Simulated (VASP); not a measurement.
# AlN: single point with PBE

AlN:

```
CELL_PARAMETERS angstrom
3.11100 0.00000 0.00000
-1.55550 2.69421 0.00000
0.00000 0.00000 5.12734
ATOMIC_POSITIONS crystal
Al 0.33333 0.66667 0.00000
Al 0.66667 0.33333 0.50000
N 0.33333 0.66667 0.38500
N 0.66667 0.33333 0.88500
```

This cell differs from its parent crystal: strain +0.000 along x and y, +0.030 along z.

```
Program                : VASP 6.6.1
Task                   : single point
Functional             : PBE
Potentials or basis    : VASP PAW PBE potentials, release 64 (Al, N)
Cutoff                 : 520 eV
k mesh                 : 12 × 12 × 6
Occupations            : gaussian, width 0.05 eV
Spin                   : no spin polarisation
Dipole correction      : no
Further INCAR settings : ALGO = Normal; EDIFF = 1e-06; NBANDS = 16
```

- Pressure: -1.4 GPa
- Largest force: 0.424 eV/Å
- Band gap on the k mesh: 3.96 eV, direct

Forces on the atoms (eV/Å):
```
Al   0.000  0.000  0.424
Al   0.000  0.000  0.424
N    0.000  0.000 -0.424
N    0.000  0.000 -0.424
```

Stress tensor (GPa, compression positive):
```
 2.43  0.00  0.00
 0.00  2.43  0.00
 0.00  0.00 -9.11
```

Levels at points of the mesh, in eV from the valence-band top:
| k point | band 5 | band 6 | band 7 | band 8 | band 9 | band 10 | band 11 | band 12 |
| --- | --- | --- | --- | --- | --- | --- | --- | --- |
| (0.00, 0.00, 0.00) | -0.73 | -0.16 | -0.16 | 0.00 | 3.96 | 6.74 | 10.31 | 11.25 |
| (0.50, 0.00, 0.00) | -3.19 | -1.92 | -1.65 | -0.69 | 5.64 | 5.92 | 7.95 | 10.05 |
| (0.00, 0.00, 0.50) | -0.45 | -0.45 | -0.45 | -0.45 | 6.39 | 6.39 | 10.01 | 10.01 |
| (0.50, 0.00, 0.50) | -1.36 | -1.36 | -1.34 | -1.34 | 5.18 | 5.18 | 9.06 | 9.06 |

It took 58 s on 1 thread of Intel Xeon 8259CL, with other jobs on the host, peak memory 0.18 GiB.

Caveat: the cell differs from its parent crystal (strain +0.000 along x and y, +0.030 along z). A k mesh can miss the band edges.
